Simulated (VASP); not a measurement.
# Al2O3 (P-6m2) in VASP: a series of runs

The runs below take Al2O3 through single point, with PBE+D3(BJ).

All numbers are computed with VASP 6.6.1; they aren't measurements. Logs are shortened: lines on timing, memory, paths and dates and some standing lists are left out, and cuts for length are marked.

### Step 1. The cell of the first run

The structure is hexagonal, space group P-6m2 (No. 187). Conventional cell: a = 2.815 Å, b = 2.815 Å, c = 7.164 Å, α = 90.00°, β = 90.00°, γ = 120.00°. Within 2.3 Å of Al (site symmetry 3m) lie 6 O at 1.74 to 2.12 Å. Within 2.3 Å of O (site symmetry 3m) lie 3 Al at 1.74 Å. Within 2.8 Å of O (site symmetry -6m2) lie 6 Al at 2.12 Å and 6 O at 2.57 Å.

### Step 2. Single point, PBE+D3(BJ)

File INCAR:

```
SYSTEM = Al2O3
  PREC = Accurate
  ENCUT = 520
  EDIFF = 1E-6
  ISMEAR = 0
  SIGMA = 0.05
  LREAL = .False.
  LASPH = .True.
  NELM = 60
  ALGO = Normal
  ISIF = 2
  LWAVE = .False.
  LCHARG = .True.
  GGA = PE
  IVDW = 12
  LELF = .True.
  LVHAR = .True.
  NBANDS = 20
```

File KPOINTS:

```
Automatic mesh
0
Gamma
  9 9 4
  0 0 0
```

File POSCAR:

```
Al2O3
1.0
    2.8152956653      0.0000000000      0.0000000000
   -1.4076478327      2.4381175653      0.0000000000
    0.0000000000      0.0000000000      7.1641672095
Al O
2 3
Direct
    0.0000000000      0.0000000000      0.1907358529
    0.0000000000      0.0000000000      0.8092641471
    0.3333333333      0.6666666667      0.2772396691
    0.6666666667      0.3333333333      0.0000000000
    0.3333333333      0.6666666667      0.7227603309
```

Potentials or basis: VASP PAW PBE potentials, release 64 (Al, O).

The run is started by

```console
cat potpaw_PBE.64/Al/POTCAR potpaw_PBE.64/O/POTCAR > POTCAR
mpirun -np 1 vasp_std > vasp.out
```

OUTCAR:

```text
SYSTEM = Al2O3
   PREC = Accurate
   ENCUT = 520
   EDIFF = 1E-6
   ISMEAR = 0
   LREAL = .False.
   LASPH = .True.
   NELM = 60
   ISIF = 2
   GGA = PE
   IVDW = 12
 IVDW          = 12

 ion  position               nearest neighbor table
   1  0.000  0.000  0.191-   3 1.74   3 1.74   3 1.74   4 2.12   4 2.12   4 2.12   2 2.73
   2  0.000  0.000  0.809-   5 1.74   5 1.74   5 1.74   4 2.12   4 2.12   4 2.12   1 2.73
   3  0.333  0.667  0.277-   1 1.74   1 1.74   1 1.74
   4  0.667  0.333  0.000-   1 2.12   2 2.12   1 2.12   2 2.12   1 2.12   2 2.12
   5  0.333  0.667  0.723-   2 1.74   2 1.74   2 1.74

  LATTYP: Found a hexagonal cell.
 ALAT       =     2.8152956653
 C/A-ratio  =     2.5447299542

  Lattice vectors:

 A1 = (   2.8152956653,   0.0000000000,   0.0000000000)
 A2 = (  -1.4076478327,   2.4381175653,   0.0000000000)
 A3 = (   0.0000000000,   0.0000000000,   7.1641672095)

Analysis of symmetry for initial positions (statically):
=====================================================================
 Subroutine PRICEL returns:
 Original cell was already a primitive cell.

 Routine SETGRP: Setting up the symmetry group for a
 hexagonal supercell.

 Subroutine GETGRP returns: Found 12 space group operations
 (whereof 12 operations were pure point group operations)
 out of a pool of 24 trial point group operations.

The static configuration has the point symmetry D_3h.

Analysis of symmetry for dynamics (positions and initial velocities):
=====================================================================
 Subroutine PRICEL returns:
 Original cell was already a primitive cell.

 Routine SETGRP: Setting up the symmetry group for a
 hexagonal supercell.

 Subroutine GETGRP returns: Found 12 space group operations
 (whereof 12 operations were pure point group operations)
 out of a pool of 24 trial point group operations.

The dynamic configuration has the point symmetry D_3h.

 Subroutine INISYM returns: Found 12 space group operations
 (whereof 12 operations are pure point group operations),
 and found     1 'primitive' translations

----------------------------------------------------------------------------------------

                                     Primitive cell

  volume of cell :      49.1750

  direct lattice vectors                    reciprocal lattice vectors
     2.815295665  0.000000000  0.000000000     0.355202479  0.205076247  0.000000000
    -1.407647833  2.438117565  0.000000000     0.000000000  0.410152494  0.000000000
     0.000000000  0.000000000  7.164167210     0.000000000  0.000000000  0.139583565

  length of vectors
     2.815295665  2.815295665  7.164167210     0.410152494  0.410152494  0.139583565

  position of ions in fractional coordinates (direct lattice)
     0.000000000  0.000000000  0.190735853
     0.000000000  0.000000000  0.809264147
     0.333333333  0.666666667  0.277239669
     0.666666667  0.333333333  0.000000000
     0.333333333  0.666666667  0.722760331

  ion indices of the primitive-cell ions
   primitive index   ion index
                 1           1
                 2           2
                 3           3
                 4           4
                 5           5

----------------------------------------------------------------------------------------

 KPOINTS: Automatic mesh

Automatic generation of k-mesh.
 Grid dimensions read from file:
 generate k-points for:    9    9    4

 Generating k-lattice:

  Cartesian coordinates                     Fractional coordinates (reciprocal lattice)
     0.039466942  0.022786250  0.000000000     0.111111111  0.000000000  0.000000000
     0.000000000  0.045572499  0.000000000     0.000000000  0.111111111  0.000000000
     0.000000000  0.000000000  0.034895891     0.000000000  0.000000000  0.250000000

  Length of vectors
     0.045572499  0.045572499  0.034895891

  Shift w.r.t. Gamma in fractional coordinates (k-lattice)
     0.000000000  0.000000000  0.000000000

 Subroutine IBZKPT returns following result:
 ===========================================

 Found     36 irreducible k-points:

 Following reciprocal coordinates:
            Coordinates               Weight
  0.000000  0.000000  0.000000      1.000000
  0.111111 -0.000000  0.000000      6.000000
  0.222222 -0.000000  0.000000      6.000000
  0.333333  0.000000  0.000000      6.000000
  0.444444 -0.000000  0.000000      6.000000
  0.111111  0.111111  0.000000      6.000000
[... 16 lines left out ...]
  0.333333  0.222222  0.250000     24.000000
  0.333333  0.333333  0.250000      4.000000
 [... further k-points ...]
   k-points           NKPTS =     36   k-points in BZ     NKDIM =     36   number of bands    NBANDS=     20
   number of dos      NEDOS =    301   number of ions     NIONS =      5
   total plane-waves  NPLWV =  31104
   dimension x,y,z NGX =    24 NGY =   24 NGZ =   54
   dimension x,y,z NGXF=    48 NGYF=   48 NGZF=  108
   ions per type =               2   3
   NGX,Y,Z   is equivalent  to a cutoff of  14.17, 14.17, 12.53 a.u.
   NGXF,Y,Z  is equivalent  to a cutoff of  28.34, 28.34, 25.06 a.u.
 SYSTEM =  Al2O3
   PREC   = accura    normal or accurate (medium, high low for compatibility)
   ISTART =      0    job   : 0-new  1-cont  2-samecut
   ICHARG =      2    charge: 1-file 2-atom 10-const
   ISPIN  =      1    spin polarized calculation?
   LNONCOLLINEAR =      F non collinear calculations
   LSORBIT =      F    spin-orbit coupling
   LASPH  =      T    aspherical Exc in radial PAW
   ENCUT  =  520.0 eV  38.22 Ry    6.18 a.u.   5.23  5.23 13.32*2*pi/ulx,y,z
   NELM   =     60;   NELMIN=  2; NELMDL= -5     # of ELM steps
   EDIFF  = 0.1E-05   stopping-criterion for ELM
   LREAL  =      F    real-space projection
   EDIFFG = 0.1E-04   stopping-criterion for IOM
   NSW    =      0    number of steps for IOM
   IBRION =     -1    ionic relax: 0-MD 1-quasi-New 2-CG
   NFREE  =      0    steps in history (QN), initial steepest desc. (CG)
   ISIF   =      2    stress and relaxation
   ISYM   =      2    0-nonsym 1-usesym 2-fastsym
   POTIM  = 0.5000    time-step for ionic-motion
   TEBEG  =    0.0;   TEEND  =   0.0 temperature during run
   PSTRESS=    0.0 pullay stress
   NELECT =      24.0000    total number of electrons
   NUPDOWN=      -1.0000    fix difference up-down
   EMIN   =  10.00;   EMAX   =-10.00  energy-range for DOS
   EFERMI =   0.00;   METHOD = LEGACY
   ISMEAR =     0;   SIGMA  =   0.05  broadening in eV -4-tet -1-fermi 0-gaus
   EFERMI_NEDOS =   21; number of points for ismear=-14 and -15
   IALGO  =     38    algorithm
   IMIX   =      4    mixing-type and parameters
     AMIX     =   0.40;   BMIX     =  1.00
     AMIX_MAG =   1.60;   BMIX_MAG =  1.00
  volume/ion in A,a.u.               =       9.83        66.37
  Fermi-wavevector in a.u.,A,eV,Ry     =   1.288933  2.435731 22.604027  1.661349
  Thomas-Fermi vector in A             =   2.420857
   LORBIT       =      0    0 simple, 1 ext, 2 COOP (PROOUT), +10 PAW based schemes
   GGA     = PE    functional components
   LHFCALC =     F    Hartree Fock is set to
   AEXX    =    0.0000 exact exchange contribution
   IVDW    =    12    specifies the selected vdW correction
   LEPSILON=     F    determine dielectric tensor
   LRPA    =     F    only Hartree local field effects (RPA)
 non-spin polarized calculation
 Gauss-broadening in eV      SIGMA  =   0.05
  energy-cutoff  :      520.00
  volume of cell :       49.17
 maximum number of plane-waves:      1340
 NGX is ok and might be reduce to    24
   NGX = 11   NGY = 11   NGZ = 27

 number of electron      23.9999996 magnetization

 Free energy of the ion-electron system (eV)
  ---------------------------------------------------
  ext. energy  EPLUGINS =         0.00000000
  ---------------------------------------------------
  free energy    TOTEN  =       -36.07461321 eV

  energy without entropy =      -36.07461321  energy(sigma->0) =      -36.07461321

 E-fermi :   4.5506     XC(G=0): -10.5310

 val. band max:        4.3339428388   @ k =   0.1111   0.1111   0.0000
 cond. band min:       9.5783858724   @ k =   0.0000   0.0000   0.0000
 fundamental gap:      5.2444430336
 Fermi energy:         4.5505810713

 k-point     1 :       0.0000    0.0000    0.0000
  band No.  band energies     occupation
      1     -15.1714      2.00000
      2     -14.0436      2.00000
      3     -12.5826      2.00000
      4      -0.9444      2.00000
      5       1.4732      2.00000
      6       2.3595      2.00000
[... 12 lines left out ...]
     19      19.7845      0.00000
     20      19.8809      0.00000

 k-point     2 :       0.1111   -0.0000    0.0000
  band No.  band energies     occupation
      1     -15.0047      2.00000
      2     -13.9193      2.00000
      3     -12.5224      2.00000
      4      -0.8740      2.00000
      5       1.1804      2.00000
      6       2.0393      2.00000
[... 12 lines left out ...]
     19      19.5372      0.00000
     20      20.1618      0.00000

 k-point     3 :       0.2222   -0.0000    0.0000
  band No.  band energies     occupation
      1     -14.5367      2.00000
      2     -13.5858      2.00000
      3     -12.3845      2.00000
      4      -0.8885      2.00000
      5       0.0777      2.00000
      6       1.1345      2.00000
[... 12 lines left out ...]
     19      18.9444      0.00000
     20      19.8401      0.00000

 k-point     4 :       0.3333    0.0000    0.0000
  band No.  band energies     occupation
      1     -13.8775      2.00000
      2     -13.1677      2.00000
      3     -12.2925      2.00000
      4      -1.4506      2.00000
      5      -1.2457      2.00000
      6       0.0874      2.00000
[... 12 lines left out ...]
     19      18.8809      0.00000
     20      19.7322      0.00000

 k-point     5 :       0.4444   -0.0000    0.0000
  band No.  band energies     occupation
      1     -13.2685      2.00000
      2     -12.8664      2.00000
      3     -12.3688      2.00000
      4      -2.0832      2.00000
      5      -2.0208      2.00000
      6      -0.5460      2.00000
[... 12 lines left out ...]
     19      19.2024      0.00000
     20      19.5708      0.00000

 k-point     6 :       0.1111    0.1111    0.0000
  band No.  band energies     occupation
      1     -14.6869      2.00000
      2     -13.6899      2.00000
      3     -12.4227      2.00000
      4      -0.8333      2.00000
      5       0.5650      2.00000
      6       1.2199      2.00000
[... 12 lines left out ...]
     19      18.9449      0.00000
     20      19.8770      0.00000

 k-point     7 :       0.2222    0.1111    0.0000
  band No.  band energies     occupation
      1     -14.1197      2.00000
      2     -13.3112      2.00000
      3     -12.3040      2.00000
      4      -1.1256      2.00000
      5      -0.5401      2.00000
      6       0.2118      2.00000
[... 12 lines left out ...]
     19      18.2856      0.00000
     20      19.5776      0.00000
[... 277 lines left out ...]
 k-point    20 :       0.3333    0.1111    0.2500
  band No.  band energies     occupation
      1     -13.4530      2.00000
      2     -12.9652      2.00000
      3     -12.2911      2.00000
      4      -1.7341      2.00000
      5      -1.6220      2.00000
      6      -0.2884      2.00000
[... 12 lines left out ...]
     19      18.5854      0.00000
     20      19.4484      0.00000

 k-point    21 :       0.4444    0.1111    0.2500
  band No.  band energies     occupation
      1     -13.0723      2.00000
      2     -12.8077      2.00000
      3     -12.3972      2.00000
      4      -2.0687      2.00000
      5      -2.0027      2.00000
      6      -0.4751      2.00000
[... 12 lines left out ...]
     19      18.9075      0.00000
     20      19.2673      0.00000

 k-point    22 :       0.2222    0.2222    0.2500
  band No.  band energies     occupation
      1     -13.5331      2.00000
      2     -12.9984      2.00000
      3     -12.2611      2.00000
      4      -1.4639      2.00000
      5      -1.0898      2.00000
      6      -0.5022      2.00000
[... 12 lines left out ...]
     19      17.7266      0.00000
     20      19.2556      0.00000

 k-point    23 :       0.3333    0.2222    0.2500
  band No.  band energies     occupation
      1     -13.0020      2.00000
      2     -12.7631      2.00000
      3     -12.3688      2.00000
      4      -1.7120      2.00000
      5      -1.6407      2.00000
      6      -0.3839      2.00000
[... 12 lines left out ...]
     19      18.3008      0.00000
     20      18.5573      0.00000

 k-point    24 :       0.3333    0.3333    0.2500
  band No.  band energies     occupation
      1     -12.7349      2.00000
      2     -12.6769      2.00000
      3     -12.4880      2.00000
      4      -1.6703      2.00000
      5      -1.4047      2.00000
      6      -0.2601      2.00000
[... 12 lines left out ...]
     19      18.3020      0.00000
     20      18.4105      0.00000

 [... further k-points ...]

------------------------ aborting loop because EDIFF is reached ----------------------------------------

 Edisp (eV)   -1.02877

 E8    (eV) :    -0.3890

  FORCE on cell =-STRESS in cart. coord.  units (eV):
  Direction    XX          YY          ZZ          XY          YZ          ZX
  --------------------------------------------------------------------------------------
  -------------------------------------------------------------------------------------
  Total       5.58986     5.58986     3.55361    -0.00000     0.00000    -0.00000
  in kB     182.12405   182.12405   115.78053    -0.00000     0.00000    -0.00000
  external pressure =      160.01 kB  Pullay stress =        0.00 kB

 VOLUME and BASIS-vectors are now :
 -----------------------------------------------------------------------------
  energy-cutoff  :      520.00
  volume of cell :       49.17
      direct lattice vectors                 reciprocal lattice vectors
     2.815295665  0.000000000  0.000000000     0.355202479  0.205076247  0.000000000
    -1.407647833  2.438117565  0.000000000     0.000000000  0.410152494  0.000000000
     0.000000000  0.000000000  7.164167210     0.000000000  0.000000000  0.139583565

 POSITION                                       TOTAL-FORCE (eV/Angst)
 -----------------------------------------------------------------------------------
      0.00000      0.00000      1.36646         0.000000     -0.000000     -1.012144
      0.00000      0.00000      5.79770         0.000000     -0.000000      1.012144
     -0.00000      1.62541      1.98619        -0.000000      0.000000      1.632864
      1.40765      0.81271      0.00000         0.000000     -0.000000      0.000000
     -0.00000      1.62541      5.17798        -0.000000      0.000000     -1.632864
 -----------------------------------------------------------------------------------
    total drift:                                0.000000     -0.000000     -0.000000

  FREE ENERGIE OF THE ION-ELECTRON SYSTEM (eV)
  ---------------------------------------------------
  free  energy   TOTEN  =       -37.1033801475 eV

  energy  without entropy=      -37.1033801475  energy(sigma->0) =      -37.10338015
```

Run time: 28 s. Hardware: 1 thread of Intel Xeon Platinum 8175M at 2.50GHz (Skylake/Cascade Lake), shared host; peak memory 0.2 GiB.

What came out:

```
Free energy                : -37.1034 eV
Pressure                   : 16.0 GPa
Largest force              : 1.633 eV/Å
Band gap on the k mesh     : 5.24 eV, indirect (least direct gap 5.42 eV)
Dispersion energy per atom : -0.206 eV
```

Forces in eV/Å, atoms in the order of the input:
```
Al   0.000  0.000 -1.012
Al   0.000  0.000  1.012
O    0.000  0.000  1.633
O    0.000  0.000  0.000
O    0.000  0.000 -1.633
```

Caveat: forces of over 1 eV/Å act on the atoms, so gaps and moduli don't describe the material at rest.

### Step 3. Single point, PBE+D3(BJ)

File INCAR:

```
SYSTEM = Al2O3
ALGO = Normal
EDIFF = 1E-6
ENCUT = 520
GGA = PE
ISIF = 2
ISMEAR = 0
IVDW = 12
LASPH = .True.
LCHARG = .False.
LREAL = .False.
LWAVE = .False.
NBANDS = 20
NELM = 100
PREC = Accurate
SIGMA = 0.05
```

File KPOINTS:

```
k-points
0
Gamma
  9 9 4
  0 0 0
```

POSCAR: that of step 2 with these lines changed.

```diff
@@ -10,4 +10,4 @@
     0.0000000000      0.0000000000      0.8092641471
-    0.3333333333      0.6666666667      0.2772396691
+    0.3333333333      0.6666666667      0.3046509742
     0.6666666667      0.3333333333      0.0000000000
-    0.3333333333      0.6666666667      0.7227603309
+    0.3333333333      0.6666666667      0.6953490258
```

Potentials or basis: VASP PAW PBE potentials, release 64 (Al, O).

The run is started by

```console
cat potpaw_PBE.64/Al/POTCAR potpaw_PBE.64/O/POTCAR > POTCAR
mpirun -np 1 vasp_std > vasp.out
```

Run time: 27 s. Hardware: 1 thread of Intel Xeon Platinum 8175M at 2.50GHz (Skylake/Cascade Lake), shared host; peak memory 0.2 GiB.

Results (log left out):

- Free energy: -36.9982 eV
- Pressure: 0.0 GPa
- Largest force: 2.341 eV/Å
- Band gap on the k mesh: 4.11 eV, indirect (least direct gap 4.22 eV)
- Dispersion energy per atom: -0.205 eV

Forces in eV/Å, atoms in the order of the input:
```
Al   0.000  0.000  2.341
Al   0.000  0.000 -2.341
O    0.000  0.000 -2.121
O    0.000  0.000  0.000
O    0.000  0.000  2.121
```

Stress tensor (GPa, compression positive):
```
 2.91  0.00  0.00
 0.00  2.91  0.00
 0.00  0.00 -5.93
```

Levels at points of the mesh, in eV from the valence-band top:
```
           k point  band 9  band 10  band 11  band 12  band 13  band 14  band 15  band 16
(0.00, 0.00, 0.00)   -0.68    -0.64    -0.64    -0.10     4.11     7.72     8.64    12.98
(0.00, 0.00, 0.50)   -0.74    -0.74    -0.58    -0.58     4.57     7.67     8.35    12.50
```

Caveat: forces of over 1 eV/Å act on the atoms, so gaps and moduli don't describe the material at rest. A k mesh can miss the band edges.
